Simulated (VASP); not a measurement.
The system is Rb2Pt.

```
Rb Pt
1.0
     4.73677    0.00000    0.00000
    -2.36839    4.10217    0.00000
     0.00000    0.00000    9.90386
Rb Pt
2 1
Direct
  0.66667 0.33333 0.71177
  0.33333 0.66667 0.28823
  0.00000 0.00000 0.00000
```

The cell was built from a structure type or drawn by symmetry, and may not be a known phase.

```yaml
Program: VASP 6.6.1
Task: relaxation of cell and atoms
Functional: PBE
Potentials_or_basis: VASP PAW PBE potentials, release 64 (Rb_sv, Pt)
Cutoff: 600 eV
k_mesh: 6 × 6 × 2
Occupations: gaussian, width 0.1 eV
Spin: no spin polarisation
```

At the start: pressure -1.7 GPa; volume 64.15 Å³/atom.

**Question.** How do energy, volume and symmetry change on relaxing?

**Answer.** Over 17 steps the energy falls by 589.6 meV/atom and the volume is 51.35 Å³/atom (-20.0 %); space group P-3m1 (No. 164, to 0.1 Å) before and after.

The path:
```csv
step,energy change (eV),largest force (eV/Å),pressure (GPa),volume (Å³)
1,0.0000,0.9070,-1.75,192.44
2,-0.3961,0.9610,-1.60,173.45
3,-1.2396,0.3909,1.36,121.95
4,-1.4578,0.3038,1.15,125.83
5,-1.7486,0.0259,0.38,133.50
6,-1.7479,0.0331,0.36,133.61
7,-1.7536,0.0512,-0.06,138.42
8,-1.7536,0.0472,-0.05,138.19
9,-1.7558,0.0512,-0.01,138.67
10,-1.7582,0.0624,0.07,140.04
11,-1.7602,0.0682,0.01,142.10
12,-1.7624,0.0775,-0.09,145.58
13,-1.7635,0.0935,-0.24,152.65
14,-1.7637,0.0874,-0.19,150.09
15,-1.7647,0.0785,-0.15,150.49
16,-1.7671,0.0522,-0.08,151.68
17,-1.7688,0.0027,0.09,154.04
```

Final structure:
```
CELL_PARAMETERS angstrom
5.17812 0.00000 0.00000
-2.58906 4.48438 0.00000
0.00000 0.00000 6.63371
ATOMIC_POSITIONS crystal
Rb 0.66667 0.33333 0.78826
Rb 0.33333 0.66667 0.21175
Pt 0.00000 0.00000 0.00000
```

Caveat: the volume moved by over 15 % at a fixed basis, so the end points are rough.
